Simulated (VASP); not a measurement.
Crystal: Mo.

```xyz
1
Lattice="-1.5710 1.5710 1.5710 1.5710 -1.5710 1.5710 1.5710 1.5710 -1.5710" Properties=species:S:1:pos:R:3 pbc="T T T"
Mo    0.0000    0.0000    0.0000
```

| Property | Result |
| --- | --- |
| Program | VASP 6.6.1 |
| Task | relaxation of cell and atoms |
| Functional | LDA |
| Potentials or basis | VASP PAW LDA potentials, release 64 (Mo_sv) |
| Cutoff | 600 eV |
| k mesh | 18 × 18 × 18 |
| Occupations | gaussian, width 0.1 eV |
| Spin | no spin polarisation |

At the start: pressure -7.1 GPa; volume 15.51 Å³/atom.

How do energy, volume and symmetry change on relaxing?

Over 4 steps the energy falls by 8.8 meV/atom and the volume is 15.12 Å³/atom (-2.5 %); space group Im-3m (No. 229, to 0.05 Å).

Step by step:
```tsv
step	energy change (eV)	largest force (eV/Å)	pressure (GPa)	volume (Å³)
1	0.0000	0.0000	-7.07	15.51
2	0.0748	0.0000	26.05	14.02
3	-0.0087	0.0000	-0.24	15.13
4	-0.0088	0.0000	-0.03	15.12
```

Final structure:
```
CELL_PARAMETERS angstrom
-1.55782 1.55782 1.55782
1.55782 -1.55782 1.55782
1.55782 1.55782 -1.55782
ATOMIC_POSITIONS crystal
Mo 0.00000 0.00000 0.00000
```
